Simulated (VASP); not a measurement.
# TiH3Br (P4mm) in VASP: a series of runs

The runs below take TiH3Br through relaxation of cell and atoms, with PBE.

Program: VASP 6.6.1. These are calculated values, not measurements. Logs are shortened: lines on timing, memory, paths and dates and some standing lists are left out, and cuts for length are marked.

### 1 The cell of the first run

It takes space group P4mm (No. 99, tetragonal). The conventional cell has a = 3.329 Å, b = 3.329 Å, c = 5.565 Å, α = 90.00°, β = 90.00°, γ = 90.00°. Within 2.2 Å of Ti (site symmetry 4mm) lie 5 H at 1.67 to 1.92 Å. H (site symmetry 2mm) has 2 Ti at 1.92 Å and 4 H at 2.35 Å within 2.5 Å. H (site symmetry 4mm) has 1 Ti at 1.67 Å within 2.2 Å. Within 3.1 Å of Br (site symmetry 4mm) lie 8 H at 2.38 to 2.80 Å and 4 Ti at 2.69 Å.

The cell was generated, and may not be a known phase.

### 2 Relaxation of cell and atoms, PBE

Input file INCAR:

```
SYSTEM = TiH3Br
PREC = Accurate
ENCUT = 600
EDIFF = 1E-6
ISMEAR = 0
SIGMA = 0.1
LREAL = .FALSE.
LASPH = .TRUE.
NELM = 80
ALGO = Normal
ISIF = 3
LWAVE = .FALSE.
LCHARG = .FALSE.
GGA = PE
IBRION = 2
NSW = 90
EDIFFG = -0.04
```

Input file KPOINTS:

```
regular mesh
0
G
  6 6 4
  0 0 0
```

Input file POSCAR:

```
TiH3Br
1.0
    3.3287957040      0.0000000000      0.0000000000
    0.0000000000      3.3287957040      0.0000000000
    0.0000000000      0.0000000000      5.5650062472
Ti H Br
1 3 1
Direct
    0.5000000000      0.5000000000      0.7169083253
    0.0000000000      0.5000000000      0.5441993292
    0.5000000000      0.0000000000      0.5441993292
    0.5000000000      0.5000000000      0.0173905492
    0.0000000000      0.0000000000      0.9499024870
```

Potentials or basis: VASP PAW PBE potentials, release 64 (Ti_sv, H, Br).

Started as:

```sh
cat potpaw_PBE.64/Ti_sv/POTCAR potpaw_PBE.64/H/POTCAR potpaw_PBE.64/Br/POTCAR > POTCAR
mpirun -np 1 vasp_std > vasp.out
```

OUTCAR:

```text
SYSTEM = TiH3Br
   PREC = Accurate
   ENCUT = 600
   EDIFF = 1E-6
   ISMEAR = 0
   LREAL = .FALSE.
   LASPH = .TRUE.
   NELM = 80
   ISIF = 3
   GGA = PE
   IBRION = 2
   NSW = 90
   EDIFFG = -0.04

 ion  position               nearest neighbor table
   1  0.500  0.500  0.717-   4 1.67   5 2.69   5 2.69   5 2.69   5 2.69
   2  0.000  0.500  0.544-
   3  0.500  0.000  0.544-
   4  0.500  0.500  0.017-   1 1.67
   5  0.000  0.000  0.950-   1 2.69   1 2.69   1 2.69   1 2.69

  LATTYP: Found a simple tetragonal cell.
 ALAT       =     3.3287957040
 C/A-ratio  =     1.6717776463

  Lattice vectors:

 A1 = (   3.3287957040,   0.0000000000,   0.0000000000)
 A2 = (   0.0000000000,   3.3287957040,   0.0000000000)
 A3 = (   0.0000000000,   0.0000000000,   5.5650062472)

Analysis of symmetry for initial positions (statically):
=====================================================================
 Subroutine PRICEL returns:
 Original cell was already a primitive cell.

 Routine SETGRP: Setting up the symmetry group for a
 simple tetragonal supercell.

 Subroutine GETGRP returns: Found  8 space group operations
 (whereof  8 operations were pure point group operations)
 out of a pool of 16 trial point group operations.

The static configuration has the point symmetry C_4v.

Analysis of symmetry for dynamics (positions and initial velocities):
=====================================================================
 Subroutine PRICEL returns:
 Original cell was already a primitive cell.

 Routine SETGRP: Setting up the symmetry group for a
 simple tetragonal supercell.

 Subroutine GETGRP returns: Found  8 space group operations
 (whereof  8 operations were pure point group operations)
 out of a pool of 16 trial point group operations.

The dynamic configuration has the point symmetry C_4v.

 Subroutine INISYM returns: Found  8 space group operations
 (whereof  8 operations are pure point group operations),
 and found     1 'primitive' translations

----------------------------------------------------------------------------------------

                                     Primitive cell

  volume of cell :      61.6652

  direct lattice vectors                    reciprocal lattice vectors
     3.328795704  0.000000000  0.000000000     0.300408943  0.000000000  0.000000000
     0.000000000  3.328795704  0.000000000     0.000000000  0.300408943  0.000000000
     0.000000000  0.000000000  5.565006247     0.000000000  0.000000000  0.179694318

  length of vectors
     3.328795704  3.328795704  5.565006247     0.300408943  0.300408943  0.179694318

  position of ions in fractional coordinates (direct lattice)
     0.500000000  0.500000000  0.716908325
     0.000000000  0.500000000  0.544199329
     0.500000000  0.000000000  0.544199329
     0.500000000  0.500000000  0.017390549
     0.000000000  0.000000000  0.949902487

  ion indices of the primitive-cell ions
   primitive index   ion index
                 1           1
                 2           2
                 3           3
                 4           4
                 5           5

----------------------------------------------------------------------------------------

 KPOINTS: regular mesh

Automatic generation of k-mesh.
 Grid dimensions read from file:
 generate k-points for:    6    6    4

 Generating k-lattice:

  Cartesian coordinates                     Fractional coordinates (reciprocal lattice)
     0.050068157  0.000000000  0.000000000     0.166666667  0.000000000  0.000000000
     0.000000000  0.050068157  0.000000000     0.000000000  0.166666667  0.000000000
     0.000000000  0.000000000  0.044923579     0.000000000  0.000000000  0.250000000

  Length of vectors
     0.050068157  0.050068157  0.044923579

  Shift w.r.t. Gamma in fractional coordinates (k-lattice)
     0.000000000  0.000000000  0.000000000

 Subroutine IBZKPT returns following result:
 ===========================================

 Found     30 irreducible k-points:

 Following reciprocal coordinates:
            Coordinates               Weight
[... 43 lines left out ...]

  energy without entropy =      -20.61214341  energy(sigma->0) =      -20.61214341

 E-fermi :   2.9983     XC(G=0):  -9.1310

 val. band max:        2.4130067617   @ k =   0.5000   0.0000   0.5000
 cond. band min:       3.9901399912   @ k =   0.3333   0.0000   0.5000
 fundamental gap:      1.5771332295
 Fermi energy:         2.9983331146

 k-point     1 :       0.0000    0.0000    0.0000
  band No.  band energies     occupation
      1     -54.2533      2.00000
      2     -30.5304      2.00000
      3     -30.5304      2.00000
      4     -30.3464      2.00000
      5     -13.8615      2.00000
      6      -3.3472      2.00000
      7      -1.1066      2.00000
      8      -0.1405      2.00000
      9      -0.1405      2.00000
     10       0.2119      2.00000
     11       1.3800      2.00000
     12       4.4212      0.00000
     13       4.8336      0.00000
     14       4.8336      0.00000
     15       5.5913      0.00000

 k-point     2 :       0.1667    0.0000    0.0000
  band No.  band energies     occupation
      1     -54.2512      2.00000
      2     -30.5597      2.00000
      3     -30.5279      2.00000
      4     -30.3422      2.00000
      5     -13.7003      2.00000
      6      -3.0672      2.00000
      7      -2.2453      2.00000
      8      -0.3025      2.00000
      9      -0.0998      2.00000
     10       0.4749      2.00000
     11       1.8448      2.00000
     12       4.1337      0.00000
     13       4.5492      0.00000
     14       5.0768      0.00000
     15       6.1587      0.00000
[... 365 lines left out ...]
      3     -30.5230      2.00000
      4     -30.3340      2.00000
      5     -13.3364      2.00000
      6      -3.9275      2.00000
      7      -2.6061      2.00000
      8      -0.0333      2.00000
      9       0.0820      2.00000
     10       0.6785      2.00000
     11       2.2317      2.00000
     12       3.9901      0.00000
     13       4.6030      0.00000
     14       5.1190      0.00000
     15       5.9865      0.00000

 k-point    24 :       0.5000    0.0000    0.5000
  band No.  band energies     occupation
      1     -54.2448      2.00000
      2     -30.6469      2.00000
      3     -30.5206      2.00000
      4     -30.3298      2.00000
      5     -13.1365      2.00000
      6      -4.6372      2.00000
      7      -1.7841      2.00000
      8      -0.6220      2.00000
      9      -0.0104      2.00000
     10       0.6717      2.00000
     11       2.4130      2.00000
     12       4.0790      0.00000
     13       4.9701      0.00000
     14       5.2019      0.00000
     15       5.7777      0.00000

 [... further k-points ...]

------------------------ aborting loop because EDIFF is reached ----------------------------------------

  FORCE on cell =-STRESS in cart. coord.  units (eV):
  Direction    XX          YY          ZZ          XY          YZ          ZX
  --------------------------------------------------------------------------------------
  -------------------------------------------------------------------------------------
  Total        0.0380471      0.0380471      0.0821677      0.0000000      0.0000000      0.0000000
  in kB        0.9885341      0.9885341      2.1348720      0.0000000      0.0000000      0.0000000
  external PRESSURE =       1.3706467 kB  Pullay stress =       0.0000000 kB

 VOLUME and BASIS-vectors are now :
 -----------------------------------------------------------------------------
  energy-cutoff  :      600.00
  volume of cell :       61.67
      direct lattice vectors                 reciprocal lattice vectors
     3.328795704  0.000000000  0.000000000     0.300408943  0.000000000  0.000000000
     0.000000000  3.328795704  0.000000000     0.000000000  0.300408943  0.000000000
     0.000000000  0.000000000  5.565006247     0.000000000  0.000000000  0.179694318

 POSITION                                       TOTAL-FORCE (eV/Angst)
 -----------------------------------------------------------------------------------
      1.66440      1.66440      3.98960        -0.000000      0.000000     -0.035588
      0.00000      1.66440      3.02847        -0.000000     -0.000000      0.006527
      1.66440      0.00000      3.02847        -0.000000     -0.000000      0.006527
      1.66440      1.66440      0.09678        -0.000000     -0.000000      0.036634
      0.00000      0.00000      5.28621         0.000000     -0.000000     -0.014099
 -----------------------------------------------------------------------------------
    total drift:                                0.000000     -0.000000     -0.000081

  FREE ENERGIE OF THE ION-ELECTRON SYSTEM (eV)
  ---------------------------------------------------
  free  energy   TOTEN  =       -20.6121434061 eV

  energy  without entropy=      -20.6121434061  energy(sigma->0) =      -20.61214341

 reached required accuracy - stopping structural energy minimisation
```

Wall time 24 s (1 thread of Intel Xeon Platinum 8488C (Sapphire Rapids), shared host); peak memory 0.2 GiB.

Results:

```yaml
Free_energy: -20.6121 eV
Pressure_after_relaxing: 0.1 GPa
Largest_force_after_relaxing: 0.037 eV/Å
Band_gap_on_the_k_mesh: 1.58 eV (least direct gap 1.67 eV)
```

Forces on the atoms (eV/Å):
```
Ti   0.000  0.000 -0.036
H    0.000  0.000  0.007
H    0.000  0.000  0.007
H    0.000  0.000  0.037
Br   0.000  0.000 -0.014
```

Stress tensor (GPa, compression positive):
```
0.10 0.00 0.00
0.00 0.10 0.00
0.00 0.00 0.21
```

Final structure:
```cif
data_structure
_symmetry_space_group_name_H-M 'P 1'
_symmetry_Int_Tables_number 1
_cell_length_a 3.3288
_cell_length_b 3.3288
_cell_length_c 5.5650
_cell_angle_alpha 90.000
_cell_angle_beta 90.000
_cell_angle_gamma 90.000
_cell_volume 61.67
loop_
_atom_site_label
_atom_site_type_symbol
_atom_site_fract_x
_atom_site_fract_y
_atom_site_fract_z
_atom_site_occupancy
Ti1 Ti 0.50000 0.50000 0.71691 1
H1 H 0.00000 0.50000 0.54420 1
H2 H 0.50000 0.00000 0.54420 1
H3 H 0.50000 0.50000 0.01739 1
Br1 Br 0.00000 0.00000 0.94990 1
```

Caveat: the relaxation stopped at its first step, so nothing moved. A k mesh can miss the band edges.

### 3 Relaxation of cell and atoms, PBE

Input file INCAR:

```
PREC = Accurate
ENCUT = 600
EDIFF = 1E-7
ISMEAR = 0
SIGMA = 0.02
LREAL = F
LASPH = T
NELM = 60
ALGO = Normal
ISIF = 3
LWAVE = F
LCHARG = F
GGA = PE
IBRION = 2
NSW = 100
EDIFFG = -0.01
```

Input file KPOINTS:

```
regular mesh
0
Gamma
  8 8 6
```

POSCAR is that of step 2.

Potentials or basis: VASP PAW PBE potentials, release 64 (Ti_sv, H, Br).

Started as:

```sh
cat potpaw_PBE.64/Ti_sv/POTCAR potpaw_PBE.64/H/POTCAR potpaw_PBE.64/Br/POTCAR > POTCAR
mpirun -np 1 vasp_std > vasp.out
```

It took 2.1 min on 1 thread of Intel Xeon Platinum 8488C (Sapphire Rapids), shared host; peak memory 0.25 GiB.

It converged, with:

```
Free energy                           : -20.6127 eV
Relaxed volume                        : 12.36 Å³/atom
Relaxed cell                          : a = 3.331 Å, b = 3.331 Å, c = 5.570 Å, α = 90.00°, β = 90.00°, γ = 90.00°
Space group after relaxing (to 0.1 Å) : P4mm (No. 99)
Energy gained by relaxing             : 0.0 meV/atom
Ionic steps                           : 5
Pressure after relaxing               : 0.0 GPa
Largest force after relaxing          : 0.007 eV/Å
Band gap on the k mesh                : 1.59 eV (least direct gap 1.66 eV)
```

Forces on the atoms (eV/Å):
```
Ti   0.000  0.000 -0.007
H    0.000  0.000  0.005
H    0.000  0.000  0.005
H    0.000  0.000 -0.004
Br   0.000  0.000  0.001
```

Stress tensor (GPa, compression positive):
```
-0.03  0.00  0.00
 0.00 -0.03  0.00
 0.00  0.00  0.07
```

The path:
| step | energy change (eV) | largest force (eV/Å) | pressure (GPa) | volume (Å³) |
| --- | --- | --- | --- | --- |
| 1 | 0.0000 | 0.0387 | 0.13 | 61.67 |
| 2 | -0.0001 | 0.0345 | -0.01 | 61.76 |
| 3 | -0.0001 | 0.0272 | 0.02 | 61.73 |
| 4 | -0.0001 | 0.0163 | 0.02 | 61.76 |
| 5 | -0.0001 | 0.0068 | 0.01 | 61.81 |

Final structure:
```
Ti H Br
1.0
     3.33124    0.00000    0.00000
     0.00000    3.33124    0.00000
     0.00000    0.00000    5.56978
Ti H Br
1 3 1
Direct
  0.50000 0.50000 0.71682
  0.00000 0.50000 0.54441
  0.50000 0.00000 0.54441
  0.50000 0.50000 0.01780
  0.00000 0.00000 0.94917
```

Levels at points of the mesh, in eV from the valence-band top:
```csv
k point,band 8,band 9,band 10,band 11,band 12,band 13,band 14,band 15
"(0.00, 0.00, 0.00)",-2.56,-2.56,-2.21,-1.02,2.00,2.41,2.41,3.16
"(0.50, 0.00, 0.00)",-2.74,-2.44,-2.29,-0.22,1.67,2.58,2.84,3.08
"(0.50, 0.50, 0.00)",-3.43,-2.83,-2.10,-2.10,2.44,2.58,3.43,4.34
"(0.00, 0.00, 0.50)",-2.57,-2.57,-2.20,-0.76,2.00,2.07,2.44,2.44
"(0.50, 0.00, 0.50)",-3.04,-2.44,-1.74,0.00,1.66,2.55,2.78,3.35
"(0.50, 0.50, 0.50)",-3.54,-2.72,-2.14,-2.14,2.58,2.67,3.11,4.04
```

### 4 Relaxation of cell and atoms, PBE, collinear spin

This run uses another cell than the first one, of 13.52 Å³/atom.

Input file INCAR:

```
SYSTEM = TiH3Br
ALGO = Normal
EDIFF = 1E-6
EDIFFG = -0.04
ENCUT = 600
GGA = PE
IBRION = 2
ISIF = 3
ISMEAR = 0
ISPIN = 2
LASPH = .True.
LCHARG = .False.
LMAXMIX = 4
LORBIT = 11
LREAL = .False.
LWAVE = .False.
MAGMOM = 1 0 0 0 0
NELM = 150
NSW = 90
PREC = Accurate
SIGMA = 0.1
```

Input file KPOINTS:

```
k-points
0
Gamma
  4 4 4
  0 0 0
```

Input file POSCAR:

```
TiH3Br
1.0
    3.7650914300      0.0000000000      0.0000000000
    0.0000000000      3.7650914300      0.0000000000
    0.0000000000      0.0000000000      4.7697441200
Ti H Br
1 3 1
Direct
    0.5000000000      0.5000000000      0.6650000200
    0.0000000000      0.5000000000      0.5000000000
    0.5000000000      0.0000000000      0.5000000000
    0.5000000000      0.5000000000      0.1076000000
    0.0000000000      0.0000000000      0.0000000000
```

Started as:

```sh
cat potpaw_PBE.64/Ti_sv/POTCAR potpaw_PBE.64/H/POTCAR potpaw_PBE.64/Br/POTCAR > POTCAR
mpirun -np 1 vasp_std > vasp.out
```

It took 7.6 min on 1 thread of Intel Xeon Platinum 8488C (Sapphire Rapids), shared host; peak memory 0.24 GiB.

The run converged. Its results:

```
Free energy                                           : -20.6030 eV
Relaxed volume                                        : 12.04 Å³/atom
Relaxed cell                                          : a = 3.324 Å, b = 3.324 Å, c = 5.449 Å, α = 90.00°, β = 90.00°, γ = 90.00°
Space group after relaxing (to 0.1 Å)                 : P4mm (No. 99)
Energy gained by relaxing                             : 308.5 meV/atom
Ionic steps                                           : 19
Pressure after relaxing                               : 0.1 GPa
Largest force after relaxing                          : 0.037 eV/Å
Band gap on the k mesh                                : 1.57 eV (least direct gap 1.64 eV)
Net moment                                            : 0.00 μB per cell
Valence electrons inside the program's atomic spheres : Ti 10.22; H 0.54, 0.55 (each value once); Br 4.87
```

Forces in eV/Å, atoms in the order of the input:
```
Ti   0.000  0.000  0.028
H    0.000  0.000  0.017
H    0.000  0.000  0.017
H    0.000  0.000 -0.026
Br   0.000  0.000 -0.037
```

Stress tensor (GPa, compression positive):
```
 0.30  0.00  0.00
 0.00  0.30  0.00
 0.00  0.00 -0.16
```

The path:
| step | energy change (eV) | largest force (eV/Å) | pressure (GPa) | volume (Å³) |
| --- | --- | --- | --- | --- |
| 1 | 0.0000 | 1.9401 | -13.62 | 67.62 |
| 2 | -1.0627 | 1.5667 | -7.39 | 56.98 |
| 3 | -1.2652 | 0.3670 | 0.25 | 51.72 |
| 4 | -1.3554 | 0.1988 | 1.31 | 51.09 |
| 5 | -1.4052 | 0.2420 | 3.55 | 50.06 |
| 6 | -1.4310 | 0.5211 | -0.26 | 52.14 |
| 7 | -1.4318 | 0.4702 | 0.30 | 51.81 |
| 8 | -1.4553 | 0.2777 | -0.28 | 52.88 |
| 9 | -1.4646 | 0.5110 | -0.73 | 53.96 |
| 10 | -1.4804 | 0.3722 | -0.64 | 54.36 |
| 11 | -1.5104 | 0.1593 | -0.26 | 55.57 |
| 12 | -1.4902 | 0.8375 | 0.99 | 57.98 |
| 13 | -1.5150 | 0.3068 | 0.17 | 56.36 |
| 14 | -1.5251 | 0.1446 | 0.48 | 56.96 |
| 15 | -1.5337 | 0.2945 | 1.32 | 58.31 |
| 16 | -1.5405 | 0.0941 | 0.72 | 59.25 |
| 17 | -1.5415 | 0.1493 | 0.17 | 60.21 |
| 18 | -1.5418 | 0.0838 | 0.33 | 59.91 |
| 19 | -1.5425 | 0.0368 | 0.15 | 60.21 |

Final structure:
```
Ti H Br
1.0
     3.32409    0.00000    0.00000
     0.00000    3.32409    0.00000
     0.00000    0.00000    5.44903
Ti H Br
1 3 1
Direct
  0.50000 0.50000 0.71615
  0.00000 0.50000 0.53868
  0.50000 0.00000 0.53868
  0.50000 0.50000 0.02449
  0.00000 0.00000 0.95460
```

Levels at points of the mesh, in eV from the valence-band top:
Spin up:
| k point | band 8 | band 9 | band 10 | band 11 | band 12 | band 13 | band 14 | band 15 |
| --- | --- | --- | --- | --- | --- | --- | --- | --- |
| (0.00, 0.00, 0.00) | -2.57 | -2.57 | -2.22 | -1.06 | 1.98 | 2.39 | 2.39 | 3.20 |
| (0.50, 0.00, 0.00) | -2.73 | -2.45 | -2.39 | -0.26 | 1.65 | 2.56 | 2.82 | 3.06 |
| (0.50, 0.50, 0.00) | -3.45 | -2.88 | -2.12 | -2.12 | 2.39 | 2.58 | 3.44 | 4.35 |
| (0.00, 0.00, 0.50) | -2.58 | -2.55 | -2.20 | -0.76 | 1.98 | 2.02 | 2.43 | 2.43 |
| (0.50, 0.00, 0.50) | -3.09 | -2.44 | -1.73 | 0.00 | 1.64 | 2.53 | 2.75 | 3.37 |
| (0.50, 0.50, 0.50) | -3.58 | -2.75 | -2.17 | -2.17 | 2.58 | 2.67 | 3.05 | 3.99 |
Spin down:
```csv
k point,band 9,band 10,band 11,band 12,band 13,band 14
"(0.00, 0.00, 0.00)",-2.57,-2.22,-1.06,1.98,2.39,2.39
"(0.50, 0.00, 0.00)",-2.45,-2.39,-0.26,1.65,2.56,2.82
"(0.50, 0.50, 0.00)",-2.88,-2.12,-2.12,2.39,2.58,3.44
"(0.00, 0.00, 0.50)",-2.55,-2.20,-0.76,1.98,2.02,2.43
"(0.50, 0.00, 0.50)",-2.44,-1.73,0.00,1.64,2.53,2.75
"(0.50, 0.50, 0.50)",-2.75,-2.17,-2.17,2.58,2.67,3.05
```

### 5 The runs side by side

```tsv
spin	cell	k mesh	smearing	gap on the mesh (eV)	pressure (GPa)	relaxed volume (Å³/atom)	largest force (eV/Å)
off	relaxed from a = 3.329, b = 3.329, c = 5.565 Å, 5 atoms, atomic positions A	6 × 6 × 4	gaussian 0.1 eV	1.58	0.1	-	0.04
off	relaxed from a = 3.329, b = 3.329, c = 5.565 Å, 5 atoms, atomic positions A	8 × 8 × 6	gaussian 0.02 eV	1.59	0.0	12.36	0.01
collinear	relaxed from a = 3.765, b = 3.765, c = 4.770 Å, 5 atoms, atomic positions B	4 × 4 × 4	gaussian 0.1 eV	1.57	0.1	12.04	0.04
```

Alike in all rows: task relaxation of cell and atoms; level PBE; potentials or basis VASP PAW PBE potentials, release 64 (Ti_sv, H, Br); cutoff (eV) 600.

Caveats: the relaxation stopped at its first step, so nothing moved (at least some runs).

Total energies depend on the potentials used, so only differences within one code and one set of settings carry meaning.
